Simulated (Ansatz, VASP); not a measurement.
One calculation of SbS3, two programs

```xyz
4
Lattice="5.0795 0.0000 0.0000 0.0000 5.0795 0.0000 0.0000 0.0000 5.0795" Properties=species:S:1:pos:R:3 pbc="T T T"
Sb    0.0000    0.0000    0.0000
S     2.5398    0.0000    0.0000
S     0.0000    2.5398    0.0000
S     0.0000    0.0000    2.5398
```

Alike in both runs: task relaxation of cell and atoms; functional PBE; k mesh 10 × 10 × 10; occupations gaussian, width 0.1 eV; no spin polarisation.

|  | VASP | Ansatz |
| --- | --- | --- |
| version | VASP 6.6.1 | Ansatz 0.2.0 |
| potentials or method | VASP PAW PBE potentials, release 64 (Sb, S), cutoff 600 eV | scalar-relativistic, plane waves, PAW |
| valence electrons in the cell | 23 | 33 |

|  | VASP | Ansatz | Ansatz less VASP |
| --- | --- | --- | --- |
| gap on the k mesh at the Fermi level, each at its own relaxed structure (eV) | none | none | - |
| relaxed volume (Å³/atom) | 32.36 | 32.39 | +0.035 |
| relaxed cell length with the largest relative difference (Å) | 5.058 | 5.060 | +0.0018 |

A gap of «none» marks a metal or a gap that the smearing closes. VASP's potentials hold 23 valence electrons a cell and Ansatz's 33, so a difference there can come from the potentials and not from the codes. Ansatz's warnings: xc potential rough in thin density.

Neither program's run includes spin-orbit coupling.
